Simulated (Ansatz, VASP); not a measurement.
# One calculation of Ag, two programs

```xyz
1
Lattice="0.0000 2.0431 2.0022 2.0431 0.0000 2.0022 2.0431 2.0431 0.0000" Properties=species:S:1:pos:R:3 pbc="T T T"
Ag    0.0000    0.0000    0.0000
```

Change from the starting cell: zz strain of -2 %.

Alike in both runs: task single point; functional PBEsol; k mesh 15 × 15 × 15; occupations fermi-dirac, width 0.03 eV; no spin polarisation.

|  | VASP | Ansatz |
| --- | --- | --- |
| version | VASP 6.6.1 | Ansatz 0.2.0 |
| potentials or method | VASP PAW PBE potentials, release 64 (Ag), cutoff 520 eV | all-electron LAPW, scalar-relativistic |

|  | VASP | Ansatz | Ansatz less VASP |
| --- | --- | --- | --- |
| pressure (GPa) | -0.7 | -0.5 | +0.20 |
| traceless stress, the component that is largest in VASP (GPa) | -0.09 | -0.07 | +0.016 |

VASP's potentials were made for PBE, not for PBEsol. Ansatz ran all-electron here, and VASP with PAW potentials.
